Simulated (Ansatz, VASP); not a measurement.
**AsRhBr6 in VASP and in Ansatz**

```
As Rh Br
1.0
     5.11369    0.00000    0.00000
     0.00000    5.11369    0.00000
     0.00000    0.00000    6.86398
As Rh Br
1 1 6
Direct
  0.00000 0.00000 0.50000
  0.00000 0.00000 0.00000
  0.50000 0.50000 0.00000
  0.50000 0.50000 0.50000
  0.50000 0.00000 0.23791
  0.50000 0.00000 0.76209
  0.00000 0.50000 0.23791
  0.00000 0.50000 0.76209
```

Alike in both runs: task single point; functional r2SCAN; dispersion rVV10; k mesh 6 × 6 × 4; occupations fermi-dirac, width 0.03 eV; no spin polarisation.

```csv
,VASP,Ansatz
version,VASP 6.6.1,Ansatz 0.2.0
potentials or method,"VASP PAW PBE potentials, release 64 (As, Rh_pv, Br)","plane waves, PAW"
plane-wave cutoff (eV),520,500
valence electrons in the cell,62,74
```

|  | VASP | Ansatz | Ansatz less VASP |
| --- | --- | --- | --- |
| pressure (GPa) | 0.2 | 0.0 | -0.18 |
| traceless stress, the component that is largest in VASP (GPa) | -0.05 | -0.05 | 0.000 |
| rms of the force components (eV/Å) | 0.003 | 0.000 | -0.0028 |

VASP's potentials were made for PBE, not for r2SCAN. Atom by atom the forces differ by 0.003 eV/Å (rms over components). VASP's potentials hold 62 valence electrons a cell and Ansatz's 74, so a difference there can come from the potentials and not from the codes.
